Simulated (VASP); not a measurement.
Wanted: the native input for a VASP 6.6.1 run.

```
Task                   : single point
Functional             : RPBE
Potentials or basis    : VASP PAW PBE potentials, release 64 (Zn, Ge_d)
Cutoff                 : 500 eV
k mesh                 : 7 × 7 × 7
Occupations            : methfessel-paxton, width 0.15 eV
Spin                   : no spin polarisation
Dipole correction      : no
Further INCAR settings : ALGO = Normal; EDIFF = 1e-06; NBANDS = 35
```

The structure of ZnGe3 lies in POSCAR:

```
ZnGe3
1.0
    4.2223630000      0.0000000000      0.0000000000
    0.0000000000      4.2223630000      0.0000000000
    0.0000000000      0.0000000000      4.2223630000
Zn Ge
1 3
Direct
    0.0000000000      0.0000000000      0.0000000000
    0.0000000000      0.5000000000      0.5000000000
    0.5000000000      0.0000000000      0.5000000000
    0.5000000000      0.5000000000      0.0000000000
```

The input as run:

INCAR

```
PREC = Accurate
ENCUT = 500
EDIFF = 1E-6
ISMEAR = 1
SIGMA = 0.15
LREAL = False
LASPH = True
NELM = 120
ALGO = Normal
ISIF = 2
LWAVE = False
LCHARG = False
GGA = RP
NBANDS = 35
GGA_COMPAT = False
```

KPOINTS

```
regular mesh
0
Gamma
  7 7 7
```

Potentials or basis: VASP PAW PBE potentials, release 64 (Zn, Ge_d).

Run with:

```bash
$ cat potpaw_PBE.64/Zn/POTCAR potpaw_PBE.64/Ge_d/POTCAR > POTCAR
$ mpirun -np 1 vasp_std > vasp.out
```

It gave:

```yaml
Pressure: 1.3 GPa
Band_gap_on_the_k_mesh: zero (bands 27 and 28 overlap by 3.21 eV)
```

Caveat: the PAW data sets were made with another functional, which shifts forces and pressure a little.

Run time: 25 s on 1 thread of Intel(R) Xeon(R) Platinum 8488C (Sapphire Rapids) (shared host), peak memory 0.19 GiB.
